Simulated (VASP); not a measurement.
Crystal: La.

```xyz
2
Lattice="3.6734 0.0000 0.0000 -1.8367 3.1813 0.0000 0.0000 0.0000 5.9461" Properties=species:S:1:pos:R:3 pbc="T T T"
La    1.8367    1.0604    4.4596
La    0.0000    2.1209    1.4865
```

This cell differs from its parent crystal: volume scaled by 0.94.

Base run:

| Item | Value |
| --- | --- |
| Program | VASP 6.6.1 |
| Functional | PBEsol |
| Potentials or basis | VASP PAW PBE potentials, release 64 (La) |
| Cutoff | 520 eV |
| k mesh | 8 × 8 × 5 |
| Occupations | fermi-dirac, width 0.05 eV |
| Spin | no spin polarisation |

Its results: band gap on the k mesh zero (band 11 reaches 9.50 eV, above the bottom of band 12 at 8.11 eV); pressure 0.1 GPa.

Task: The run is repeated on the same cell with these changes: functional from PBEsol to LDA; potentials or basis from VASP PAW PBE potentials, release 64 (La) to VASP PAW LDA potentials, release 64 (La). What comes out?

Result: Band gap on the k mesh zero (band 11 reaches 9.33 eV, above the bottom of band 12 at 8.04 eV); pressure -1.5 GPa.

Caveats: spin-orbit coupling is left out, which moves the levels of the heavy elements; the PAW data sets were made with another functional, which shifts forces and pressure a little (some runs).
